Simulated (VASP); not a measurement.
# Re (P6_3/mmc) in VASP: further runs

Runs on Re. Level: r2SCAN. Tasks: single point.

All numbers are computed with VASP 6.6.1; they aren't measurements. Logs are shortened: lines on timing, memory, paths and dates and some standing lists are left out, and cuts for length are marked.

### Step 1. The cell of the first run

It takes space group P6_3/mmc (No. 194, hexagonal). The conventional cell has a = 2.673 Å, b = 2.673 Å, c = 4.324 Å, α = 90.00°, β = 90.00°, γ = 120.00°. Within 3.5 Å of Re (site symmetry -6m2) lie 12 Re at 2.66 to 2.67 Å.

### Step 2. Single point, r2SCAN (volume scaled by 0.91, then relaxed in part)

File POSCAR:

```
Re
1.0
    2.6726711955      0.0000000000      0.0000000000
   -1.3363355978      2.3146011512      0.0000000000
    0.0000000000      0.0000000000      4.3241567232
Re
2
Direct
    0.3333333333      0.6666666667      0.2500000000
    0.6666666667      0.3333333333      0.7500000000
```

File INCAR.step1:

```
PREC     = Accurate       # precision mode
ENCUT    = 520            # plane-wave cutoff, eV
ISMEAR   = 0              # smearing method
SIGMA    = 0.1            # smearing width, eV
LREAL    = F              # projectors in reciprocal space
LASPH    = T              # aspherical terms in the spheres
NELM     = 80             # most SCF steps
NBANDS   = 14             # bands
GGA      = PE             # functional
ALGO     = Normal         # electronic algorithm
EDIFF    = 1E-4           # SCF threshold, eV
LWAVE    = T              # write WAVECAR
LCHARG   = F              # write CHGCAR
```

File INCAR.step2:

```
PREC     = Accurate       # precision mode
ENCUT    = 520            # plane-wave cutoff, eV
EDIFF    = 1E-6           # SCF threshold, eV
ISMEAR   = 0              # smearing method
SIGMA    = 0.1            # smearing width, eV
LREAL    = F              # projectors in reciprocal space
LASPH    = T              # aspherical terms in the spheres
NELM     = 80             # most SCF steps
ALGO     = Normal         # electronic algorithm
ISIF     = 2              # what is computed and relaxed
LWAVE    = F              # write WAVECAR
LCHARG   = F              # write CHGCAR
METAGGA  = R2SCAN         # meta-GGA
LMIXTAU  = T            
NBANDS   = 14             # bands
ISTART   = 1
```

File KPOINTS:

```
Automatic mesh
0
Gamma
  18 18 10
```

Potentials or basis: VASP PAW PBE potentials, release 64 (Re).

Command:

```bash
cat potpaw_PBE.64/Re/POTCAR > POTCAR
cp INCAR.step1 INCAR
mpirun -np 1 vasp_std > vasp.out
cp INCAR.step2 INCAR
mpirun -np 1 vasp_std > vasp.out
```

OUTCAR:

```text
PREC = Accurate
   ENCUT = 520
   EDIFF = 1E-6
   ISMEAR = 0
   LREAL = F
   LASPH = T
   NELM = 80
   ISIF = 2
   METAGGA = R2SCAN
   ISTART = 1

 ion  position               nearest neighbor table
   1  0.333  0.667  0.250-   2 2.66   2 2.66   2 2.66   2 2.66   2 2.66   2 2.66
   2  0.667  0.333  0.750-   1 2.66   1 2.66   1 2.66   1 2.66   1 2.66   1 2.66

  LATTYP: Found a hexagonal cell.
 ALAT       =     2.6726711955
 C/A-ratio  =     1.6179157131

  Lattice vectors:

 A1 = (   2.6726711955,   0.0000000000,   0.0000000000)
 A2 = (  -1.3363355978,   2.3146011512,   0.0000000000)
 A3 = (   0.0000000000,   0.0000000000,   4.3241567232)

Analysis of symmetry for initial positions (statically):
=====================================================================
 Subroutine PRICEL returns:
 Original cell was already a primitive cell.

 Routine SETGRP: Setting up the symmetry group for a
 hexagonal supercell.

 Subroutine GETGRP returns: Found 24 space group operations
 (whereof 12 operations were pure point group operations)
 out of a pool of 24 trial point group operations.

The static configuration has the point symmetry D_3d.
 The point group associated with its full space group is D_6h.

Analysis of symmetry for dynamics (positions and initial velocities):
=====================================================================
 Subroutine PRICEL returns:
 Original cell was already a primitive cell.

 Routine SETGRP: Setting up the symmetry group for a
 hexagonal supercell.

 Subroutine GETGRP returns: Found 24 space group operations
 (whereof 12 operations were pure point group operations)
 out of a pool of 24 trial point group operations.

The dynamic configuration has the point symmetry D_3d.
 The point group associated with its full space group is D_6h.

 Subroutine INISYM returns: Found 24 space group operations
 (whereof 12 operations are pure point group operations),
 and found     1 'primitive' translations

----------------------------------------------------------------------------------------

                                     Primitive cell

  volume of cell :      26.7500

  direct lattice vectors                    reciprocal lattice vectors
     2.672671195  0.000000000  0.000000000     0.374157510  0.216019939  0.000000000
    -1.336335598  2.314601151  0.000000000     0.000000000  0.432039878  0.000000000
     0.000000000  0.000000000  4.324156723     0.000000000  0.000000000  0.231258963

  length of vectors
     2.672671195  2.672671195  4.324156723     0.432039878  0.432039878  0.231258963

  position of ions in fractional coordinates (direct lattice)
     0.333333333  0.666666667  0.250000000
     0.666666667  0.333333333  0.750000000

  ion indices of the primitive-cell ions
   primitive index   ion index
                 1           1
                 2           2

----------------------------------------------------------------------------------------

 KPOINTS: Automatic mesh

Automatic generation of k-mesh.
 Grid dimensions read from file:
 generate k-points for:   18   18   10

 Generating k-lattice:

  Cartesian coordinates                     Fractional coordinates (reciprocal lattice)
     0.020786528  0.012001108  0.000000000     0.055555556  0.000000000  0.000000000
     0.000000000  0.024002215  0.000000000     0.000000000  0.055555556  0.000000000
     0.000000000  0.000000000  0.023125896     0.000000000  0.000000000  0.100000000

  Length of vectors
     0.024002215  0.024002215  0.023125896

  Shift w.r.t. Gamma in fractional coordinates (k-lattice)
     0.000000000  0.000000000  0.000000000

 Subroutine IBZKPT returns following result:
 ===========================================

 Found    222 irreducible k-points:

 Following reciprocal coordinates:
            Coordinates               Weight
  0.000000  0.000000  0.000000      1.000000
  0.055556 -0.000000  0.000000      6.000000
  0.111111 -0.000000  0.000000      6.000000
  0.166667 -0.000000  0.000000      6.000000
  0.222222 -0.000000  0.000000      6.000000
  0.277778  0.000000  0.000000      6.000000
[... 16 lines left out ...]
  0.333333  0.111111  0.000000     12.000000
  0.388889  0.111111  0.000000     12.000000
 [... further k-points ...]
   k-points           NKPTS =    222   k-points in BZ     NKDIM =    222   number of bands    NBANDS=     14
   number of dos      NEDOS =    301   number of ions     NIONS =      2
   total plane-waves  NPLWV =  12800
   dimension x,y,z NGX =    20 NGY =   20 NGZ =   32
   dimension x,y,z NGXF=    40 NGYF=   40 NGZF=   64
   ions per type =               2
   NGX,Y,Z   is equivalent  to a cutoff of  12.44, 12.44, 12.30 a.u.
   NGXF,Y,Z  is equivalent  to a cutoff of  24.88, 24.88, 24.61 a.u.
 SYSTEM =  unknown system
   PREC   = accura    normal or accurate (medium, high low for compatibility)
   ISTART =      1    job   : 0-new  1-cont  2-samecut
   ICHARG =      0    charge: 1-file 2-atom 10-const
   ISPIN  =      1    spin polarized calculation?
   LNONCOLLINEAR =      F non collinear calculations
   LSORBIT =      F    spin-orbit coupling
   LASPH  =      T    aspherical Exc in radial PAW
   ENCUT  =  520.0 eV  38.22 Ry    6.18 a.u.   4.97  4.97  8.04*2*pi/ulx,y,z
   NELM   =     80;   NELMIN=  2; NELMDL=  0     # of ELM steps
   EDIFF  = 0.1E-05   stopping-criterion for ELM
   LREAL  =      F    real-space projection
   EDIFFG = 0.1E-04   stopping-criterion for IOM
   NSW    =      0    number of steps for IOM
   IBRION =     -1    ionic relax: 0-MD 1-quasi-New 2-CG
   NFREE  =      0    steps in history (QN), initial steepest desc. (CG)
   ISIF   =      2    stress and relaxation
   ISYM   =      2    0-nonsym 1-usesym 2-fastsym
   POTIM  = 0.5000    time-step for ionic-motion
   TEBEG  =    0.0;   TEEND  =   0.0 temperature during run
   PSTRESS=    0.0 pullay stress
   NELECT =      14.0000    total number of electrons
   NUPDOWN=      -1.0000    fix difference up-down
   EMIN   =  10.00;   EMAX   =-10.00  energy-range for DOS
   EFERMI =   0.00;   METHOD = LEGACY
   ISMEAR =     0;   SIGMA  =   0.10  broadening in eV -4-tet -1-fermi 0-gaus
   EFERMI_NEDOS =   21; number of points for ismear=-14 and -15
   IALGO  =     38    algorithm
   IMIX   =      4    mixing-type and parameters
     AMIX     =   0.40;   BMIX     =  1.00
     AMIX_MAG =   1.60;   BMIX_MAG =  1.00
  volume/ion in A,a.u.               =      13.37        90.26
  Fermi-wavevector in a.u.,A,eV,Ry     =   1.319299  2.493113 23.681608  1.740549
  Thomas-Fermi vector in A             =   2.449207
   LORBIT       =      0    0 simple, 1 ext, 2 COOP (PROOUT), +10 PAW based schemes
   METAGGA = R2SCAN    functional components
   LHFCALC =     F    Hartree Fock is set to
   AEXX    =    0.0000 exact exchange contribution
   IVDW    =     0    specifies the selected vdW correction
   LEPSILON=     F    determine dielectric tensor
   LRPA    =     F    only Hartree local field effects (RPA)
 non-spin polarized calculation
 Gauss-broadening in eV      SIGMA  =   0.10
  energy-cutoff  :      520.00
  volume of cell :       26.75
 maximum number of plane-waves:       756
 NGX is ok and might be reduce to    20
   NGX =  9   NGY =  9   NGZ = 17

 number of electron      14.0000000 magnetization

 Free energy of the ion-electron system (eV)
  ---------------------------------------------------
  ext. energy  EPLUGINS =         0.00000000
  ---------------------------------------------------
  free energy    TOTEN  =      -104.55255648 eV

  energy without entropy =     -104.54577200  energy(sigma->0) =     -104.54916424

 E-fermi :   8.9033     XC(G=0): -15.5881

 val. band max:        8.9014984508   @ k =   0.4444   0.1111   0.4000
 cond. band min:       8.9237524732   @ k =   0.3333   0.1667   0.4000
 fundamental gap:      0.0222540224
 Fermi energy:         8.9033203361

 k-point     1 :       0.0000    0.0000    0.0000
  band No.  band energies     occupation
      1      -2.0971      2.00000
      2       1.2195      2.00000
      3       6.9675      2.00000
      4       7.0031      2.00000
      5       7.0031      2.00000
      6       8.0053      2.00000
      7       8.0053      2.00000
      8       9.1438      0.00067
      9       9.1438      0.00067
     10       9.7049      0.00000
     11      12.8974      0.00000
     12      12.8974      0.00000
     13      20.8099      0.00000
     14      23.8467      0.00000

 k-point     2 :       0.0556   -0.0000    0.0000
  band No.  band energies     occupation
      1      -1.9480      2.00000
      2       1.3599      2.00000
      3       6.5466      2.00000
      4       7.1407      2.00000
      5       7.3686      2.00000
      6       7.8930      2.00000
      7       8.1360      2.00000
      8       8.8427      1.60892
      9       9.0226      0.09167
     10       9.3099      0.00000
     11      12.9828      0.00000
     12      13.5878      0.00000
     13      20.8234      0.00000
     14      24.1901      0.00000

 k-point     3 :       0.1111   -0.0000    0.0000
  band No.  band energies     occupation
      1      -1.5151      2.00000
      2       1.7521      2.00000
      3       6.0329      2.00000
      4       7.5254      2.00000
      5       7.5488      2.00000
      6       7.7656      2.00000
      7       7.8548      2.00000
      8       8.5225      2.00000
      9       8.7058      1.99478
     10       8.9956      0.19169
     11      13.1949      0.00000
     12      14.9789      0.00000
     13      20.8085      0.00000
     14      25.1481      0.00000
[... 324 lines left out ...]
 k-point    23 :       0.3333    0.1111    0.0000
  band No.  band energies     occupation
      1       2.3456      2.00000
      2       2.6425      2.00000
      3       3.1077      2.00000
      4       5.8302      2.00000
      5       6.4444      2.00000
      6       7.5643      2.00000
      7       7.7750      2.00000
      8      11.5882      0.00000
      9      12.8524      0.00000
     10      13.7610      0.00000
     11      14.4714      0.00000
     12      20.2267      0.00000
     13      20.7691      0.00000
     14      23.0140      0.00000

 k-point    24 :       0.3889    0.1111    0.0000
  band No.  band energies     occupation
      1       2.3338      2.00000
      2       2.6255      2.00000
      3       2.7819      2.00000
      4       6.3685      2.00000
      5       6.4165      2.00000
      6       7.2906      2.00000
      7       8.1701      2.00000
      8      12.7069      0.00000
      9      13.4402      0.00000
     10      13.7840      0.00000
     11      15.6587      0.00000
     12      18.8858      0.00000
     13      20.8195      0.00000
     14      21.7580      0.00000

 [... further k-points ...]
[... 5 lines left out ...]
  --------------------------------------------------------------------------------------
  -------------------------------------------------------------------------------------
  Total        7.6733746      7.6733746      7.6573520     -0.0000000      0.0000000      0.0000000
  in kB      459.5934818    459.5934817    458.6338117     -0.0000000      0.0000000      0.0000000
  external PRESSURE =     459.2735917 kB  Pullay stress =       0.0000000 kB

 VOLUME and BASIS-vectors are now :
 -----------------------------------------------------------------------------
  energy-cutoff  :      520.00
  volume of cell :       26.75
      direct lattice vectors                 reciprocal lattice vectors
     2.672671195  0.000000000  0.000000000     0.374157510  0.216019939  0.000000000
    -1.336335598  2.314601151  0.000000000     0.000000000  0.432039878  0.000000000
     0.000000000  0.000000000  4.324156723     0.000000000  0.000000000  0.231258963

 POSITION                                       TOTAL-FORCE (eV/Angst)
 -----------------------------------------------------------------------------------
     -0.00000      1.54307      1.08104         0.000000      0.000000      0.000000
      1.33634      0.77153      3.24312        -0.000000      0.000000      0.000000
 -----------------------------------------------------------------------------------
    total drift:                                0.000000     -0.000000     -0.000000

  FREE ENERGIE OF THE ION-ELECTRON SYSTEM (eV)
  ---------------------------------------------------
  free  energy   TOTEN  =      -104.5525564763 eV

  energy  without entropy=     -104.5457719976  energy(sigma->0) =     -104.54916424
```

It took 2.6 min on 1 thread of Intel Xeon Platinum 8488C (Sapphire Rapids), shared host; peak memory 0.2 GiB.

Results:

```
Free energy            : -104.5526 eV
Pressure               : 45.9 GPa
Band gap on the k mesh : zero (band 7 reaches 10.71 eV, above the bottom of band 8 at 6.86 eV)
```

Stress tensor (GPa, compression positive):
```
45.96  0.00  0.00
 0.00 45.96  0.00
 0.00  0.00 45.86
```

Caveat: the PAW data sets were made with another functional, which shifts forces and pressure a little; spin-orbit coupling is left out, which moves the levels of the heavy elements.

### Step 3. Single point, r2SCAN (volume scaled by 0.94, then relaxed in part)

File POSCAR:

```
Re
1.0
    2.7017242455      0.0000000000      0.0000000000
   -1.3508621228      2.3397618306      0.0000000000
    0.0000000000      0.0000000000      4.3711621093
Re
2
Direct
    0.3333333333      0.6666666667      0.2500000000
    0.6666666667      0.3333333333      0.7500000000
```

File INCAR.step1:

```
PREC = Accurate
ENCUT = 520
ISMEAR = 0
SIGMA = 0.1
LREAL = False
LASPH = True
NELM = 60
NBANDS = 14
GGA = PE
ALGO = Normal
EDIFF = 1E-4
LWAVE = True
LCHARG = False
```

File INCAR.step2:

```
PREC = Accurate
ENCUT = 520
EDIFF = 1E-6
ISMEAR = 0
SIGMA = 0.1
LREAL = False
LASPH = True
NELM = 60
ALGO = Normal
ISIF = 2
LWAVE = False
LCHARG = False
METAGGA = R2SCAN
LMIXTAU = True
NBANDS = 14
ISTART = 1
```

KPOINTS is that of step 2.

Potentials or basis: VASP PAW PBE potentials, release 64 (Re).

Command:

```bash
cat potpaw_PBE.64/Re/POTCAR > POTCAR
cp INCAR.step1 INCAR
mpirun -np 1 vasp_std > vasp.out
cp INCAR.step2 INCAR
mpirun -np 1 vasp_std > vasp.out
```

It took 3.5 min on 1 thread of Intel Xeon Platinum 8488C (Sapphire Rapids), shared host; peak memory 0.2 GiB.

The run converged. Its results:

```yaml
Free_energy: -104.7557 eV
Pressure: 28.1 GPa
Band_gap_on_the_k_mesh: zero (band 7 reaches 10.15 eV, above the bottom of band 8 at 6.54 eV)
```

Levels at points of the mesh, in eV from the Fermi level:
| k point | band 5 | band 6 | band 7 | band 8 | band 9 | band 10 |
| --- | --- | --- | --- | --- | --- | --- |
| (0.00, 0.00, 0.00) | -1.79 | -0.84 | -0.84 | 0.25 | 0.25 | 0.70 |
| (0.50, 0.00, 0.00) | -1.86 | -1.55 | -0.67 | 4.55 | 5.00 | 5.15 |
| (0.00, 0.00, 0.50) | -1.93 | -1.93 | -1.93 | -1.93 | 2.93 | 2.93 |
| (0.50, 0.00, 0.50) | 0.47 | 0.47 | 1.08 | 1.08 | 4.90 | 4.90 |

Caveat: the PAW data sets were made with another functional, which shifts forces and pressure a little; spin-orbit coupling is left out, which moves the levels of the heavy elements.

### Step 4. Single point, r2SCAN (volume scaled by 0.97, then relaxed in part)

File POSCAR:

```
Re
1.0
    2.7301655381      0.0000000000      0.0000000000
   -1.3650827691      2.3643927126      0.0000000000
    0.0000000000      0.0000000000      4.4171777236
Re
2
Direct
    0.3333333333      0.6666666667      0.2500000000
    0.6666666667      0.3333333333      0.7500000000
```

File INCAR.step1:

```
ALGO = Normal
EDIFF = 1E-4
ENCUT = 520
GGA = PE
ISMEAR = 0
LASPH = True
LCHARG = False
LREAL = False
LWAVE = True
NBANDS = 14
NELM = 80
PREC = Accurate
SIGMA = 0.1
```

File INCAR.step2:

```
ALGO = Normal
EDIFF = 1E-7
ENCUT = 520
ISIF = 2
ISMEAR = 0
ISTART = 1
LASPH = True
LCHARG = False
LMIXTAU = True
LREAL = False
LWAVE = False
METAGGA = R2SCAN
NBANDS = 14
NELM = 80
PREC = Accurate
SIGMA = 0.1
```

File KPOINTS:

```
k-points
0
Gamma
  18 18 10
```

Command:

```bash
cat potpaw_PBE.64/Re/POTCAR > POTCAR
cp INCAR.step1 INCAR
mpirun -np 1 vasp_std > vasp.out
cp INCAR.step2 INCAR
mpirun -np 1 vasp_std > vasp.out
```

Wall time 3.9 min (1 thread of Intel Xeon Platinum 8488C (Sapphire Rapids), shared host); peak memory 0.2 GiB.

The run converged. Its results:

```yaml
Free_energy: -104.8685 eV
Pressure: 13.0 GPa
Band_gap_on_the_k_mesh: zero (band 7 reaches 9.63 eV, above the bottom of band 8 at 6.24 eV)
```

Levels at points of the mesh, in eV from the Fermi level:
| k point | band 3 | band 4 | band 5 | band 6 | band 7 | band 8 | band 9 | band 10 | band 11 | band 12 |
| --- | --- | --- | --- | --- | --- | --- | --- | --- | --- | --- |
| (0.00, 0.00, 0.00) | -1.74 | -1.69 | -1.69 | -0.79 | -0.79 | 0.25 | 0.25 | 0.62 | 3.69 | 3.69 |
| (0.50, 0.00, 0.00) | -5.72 | -2.06 | -1.86 | -1.50 | -0.65 | 4.35 | 4.77 | 4.92 | 6.59 | 7.69 |
| (0.00, 0.00, 0.50) | -2.60 | -2.60 | -1.83 | -1.83 | -1.83 | -1.83 | 2.80 | 2.80 | 2.80 | 2.80 |
| (0.50, 0.00, 0.50) | -4.47 | -4.47 | 0.46 | 0.46 | 1.00 | 1.00 | 4.68 | 4.68 | 5.19 | 5.19 |

Caveat: the PAW data sets were made with another functional, which shifts forces and pressure a little; spin-orbit coupling is left out, which moves the levels of the heavy elements.

### Step 5. Overview

| cell | gap on the mesh (eV) | pressure (GPa) |
| --- | --- | --- |
| a = 2.673, b = 2.673, c = 4.324 Å, angles 90.0, 90.0, 120.0°, 2 atoms | none | 45.9 |
| a = 2.702, b = 2.702, c = 4.371 Å, angles 90.0, 90.0, 120.0°, 2 atoms | none | 28.1 |
| a = 2.730, b = 2.730, c = 4.417 Å, angles 90.0, 90.0, 120.0°, 2 atoms | none | 13.0 |

Alike in all rows: task single point; level r2SCAN; potentials or basis VASP PAW PBE potentials, release 64 (Re); no spin polarisation; k mesh 18 × 18 × 10; cutoff (eV) 520; smearing gaussian 0.1 eV.

Caveats: the PAW data sets were made with another functional, which shifts forces and pressure a little; spin-orbit coupling is left out, which moves the levels of the heavy elements.

Absolute energies hang on the potentials; compare differences alone.
